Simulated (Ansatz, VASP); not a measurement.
# IrS in VASP and in Ansatz

File POSCAR:

```
IrS
1.0
    0.0000000000      2.4605182162      2.4605182162
    2.4605182162      0.0000000000      2.4605182162
    2.4605182162      2.4605182162      0.0000000000
Ir S
1 1
Direct
    0.5000000000      0.5000000000      0.5000000000
    0.0000000000      0.0000000000      0.0000000000
```

The input INCAR.step1:

```
  PREC = Accurate
  ENCUT = 520
  ISMEAR = 0
  SIGMA = 0.1
  LREAL = False
  LASPH = True
  NELM = 100
  NBANDS = 14
  GGA = PE
  ALGO = Normal
  EDIFF = 1E-4
  LWAVE = True
  LCHARG = False
```

The input INCAR.step2:

```
  PREC = Accurate
  ENCUT = 520
  EDIFF = 1E-7
  ISMEAR = 0
  SIGMA = 0.1
  LREAL = False
  LASPH = True
  NELM = 100
  ALGO = Normal
  ISIF = 2
  LWAVE = False
  LCHARG = False
  METAGGA = R2SCAN
  LMIXTAU = True
  NBANDS = 14
  ISTART = 1
```

KPOINTS

```
regular mesh
0
Gamma
  12 12 12
```

Input for Ansatz:

```yaml
crystal:
  lattice:
    - [0.0, 2.4605182162, 2.4605182162]
    - [2.4605182162, 0.0, 2.4605182162]
    - [2.4605182162, 2.4605182162, 0.0]
  atoms:
    - { symbol: Ir, position: [0.5, 0.5, 0.5] }
    - { symbol: S, position: [0.0, 0.0, 0.0] }
basis:
  ecutwfc: 500
  ecutrho_ratio: 4
kpoints:
  mp_grid: { grid: [12, 12, 12] }
hamiltonian:
  xc: r2scan
scf:
  occupations: { method: gaussian, width: 0.1 }
  mixing: { algorithm: msr1, beta: 0.5, ndim: 4 }
output:
  forces: true
  stress: true
  write_density: true
  write_potential: true
  elf: true
  volumetric_format: npy
```

Alike in both runs: task single point; functional r2SCAN; k mesh 12 × 12 × 12; occupations gaussian, width 0.1 eV; no spin polarisation.

|  | VASP | Ansatz |
| --- | --- | --- |
| version | VASP 6.6.1 | Ansatz 0.2.0 |
| potentials or method | VASP PAW PBE potentials, release 64 (Ir, S), cutoff 520 eV | scalar-relativistic, plane waves, PAW |
| valence electrons in the cell | 15 | 23 |

|  | VASP | Ansatz | Ansatz less VASP |
| --- | --- | --- | --- |
| gap on the k mesh at the Fermi level (eV) | none | none | - |
| pressure (GPa) | 1.2 | 0.0 | -1.18 |

VASP's potentials were made for PBE, not for r2SCAN. A gap of «none» marks a metal or a gap that the smearing closes. VASP's potentials hold 15 valence electrons a cell and Ansatz's 23, so a difference there can come from the potentials and not from the codes.

Neither program's run includes spin-orbit coupling.
